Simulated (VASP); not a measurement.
Wanted: the native input for a VASP 6.6.1 run.

```yaml
Task: single point
Functional: PBE
Potentials_or_basis: VASP PAW PBE potentials, release 64 (Al, N)
Cutoff: 520 eV
k_mesh: 8 × 8 × 6
Occupations: gaussian, width 0.02 eV
Spin: no spin polarisation
Dipole_correction: no
Further_INCAR_settings: ALGO = Normal; EDIFF = 1e-07; NBANDS = 16
```

The structure of AlN lies in POSCAR:

```
AlN
1.0
    2.1768192504      2.1768192504      0.0000000000
   -2.1768192504      2.1768192504      0.0000000000
    0.0000000000      0.0000000000      4.6013170502
Al N
2 2
Direct
    0.0000000000      0.0000000000      0.0000000000
    0.5000000000      0.5000000000      0.5000000000
    0.5000000000      0.0000000000      0.2500000000
    0.0000000000      0.5000000000      0.7500000000
```

This cell differs from its parent crystal: uniaxial strain along c: +4.5 %.

One way to write it, as run:

INCAR

```
PREC = Accurate
ENCUT = 520
EDIFF = 1E-7
ISMEAR = 0
SIGMA = 0.02
LREAL = F
LASPH = T
NELM = 80
ALGO = Normal
ISIF = 2
LWAVE = F
LCHARG = F
GGA = PE
NBANDS = 16
```

KPOINTS

```
regular mesh
0
Gamma
  8 8 6
```

Potentials or basis: VASP PAW PBE potentials, release 64 (Al, N).

Launch:

```sh
$ cat potpaw_PBE.64/Al/POTCAR potpaw_PBE.64/N/POTCAR > POTCAR
$ mpirun -np 1 vasp_std > vasp.out
```

Results of the run:

```
Pressure               : -4.4 GPa
Band gap on the k mesh : 3.13 eV
```

Caveat: the cell differs from its parent crystal (uniaxial strain along c: +4.5 %).

It took 45 s on 1 thread of AMD EPYC 7R13 (shared host), peak memory 0.14 GiB.
